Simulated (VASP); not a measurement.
A run of VASP 6.6.1 is set up as follows.

File INCAR:

```
SYSTEM = WS2
ALGO = Normal ; EDIFF = 1E-6
ENCUT = 520 ; GGA = PS
ISIF = 2 ; ISMEAR = 0
ISPIN = 2 ; LASPH = .True.
LCHARG = .False. ; LDAU = .True.
LDAUJ = 0 0 ; LDAUL = 2 -1
LDAUPRINT = 1 ; LDAUTYPE = 2
LDAUU = 8 0 ; LMAXMIX = 4
LORBIT = 11 ; LREAL = .False.
LWAVE = .False. ; MAGMOM = 2 2 0 0 0 0
NBANDS = 39 ; NELM = 150
PREC = Accurate ; SIGMA = 0.05
```

Contents of KPOINTS:

```
k-points
0
Gamma
  7 7 2
  0 0 0
```

The input POSCAR:

```
WS2
1.0
    3.1799994900      0.0000000000      0.0000000000
   -1.5899997400      2.7539603400      0.0000000000
    0.0000000000      0.0000000000     12.4999993200
W S
2 4
Direct
    0.3333333333      0.6666666667      0.2500000000
    0.6666666667      0.3333333333      0.7500000000
    0.3333333333      0.6666666667      0.6200000000
    0.6666666667      0.3333333333      0.1200000000
    0.3333333333      0.6666666667      0.8800000000
    0.6666666667      0.3333333333      0.3800000000
```

Potentials or basis: VASP PAW PBE potentials, release 64 (W_sv, S).

Command:

```console
$ cat potpaw_PBE.64/W_sv/POTCAR potpaw_PBE.64/S/POTCAR > POTCAR
$ mpirun -np 1 vasp_std > vasp.out
```

Question: Predict the band gap on the k mesh.

Answer: 1.13 eV, indirect (least direct gap 2.17 eV).

Question: Predict the net moment.

Answer: 0.00 μB per cell.

Question: Estimate the pressure.

Answer: -1.8 GPa.

Stress tensor (GPa, compression positive):
```
-0.49  0.00  0.00
 0.00 -0.49  0.00
 0.00  0.00 -4.35
```

Caveat: the PAW data sets were made with another functional, which shifts forces and pressure a little; spin-orbit coupling is left out, which moves the levels of the heavy elements; this functional lacks dispersion, which binds the layers, so the pressure and a relaxed spacing across them are unreliable. The state reached can hang on the start; a lower one may exist.
